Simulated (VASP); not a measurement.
Runs of VASP 6.6.1 on RbCaH3. The structure is that of space group P4/mmm (No. 123), or close to it. The cells are those of the table. 

```tsv
cell	gap on the mesh (eV)	pressure (GPa)
a = 4.092, b = 4.092, c = 4.547 Å, 5 atoms	2.47	4.6
a = 5.002, b = 5.002, c = 4.547 Å, 5 atoms	(a)	-4.7
a = 4.945, b = 4.945, c = 4.547 Å, 5 atoms	2.78	-4.6
a = 4.206, b = 4.206, c = 4.547 Å, 5 atoms	(b)	2.1
a = 4.888, b = 4.888, c = 4.547 Å, 5 atoms	2.82	(c)
```

Alike in all rows: task single point; level LDA; potentials or basis VASP PAW LDA potentials, release 64 (Rb_sv, Ca_sv, H); no spin polarisation; k mesh 6 × 6 × 6; cutoff (eV) 520; smearing gaussian 0.05 eV.

Problem. Estimate the missing entries.

Solution. (a) 2.74; (b) 2.64; (c) -4.4.

Caveats: the cell stands under tension (at least some runs); the cell stands under pressure (at least some runs).

A k mesh can miss the band edges, and the runs leave out spin-orbit coupling on Rb.
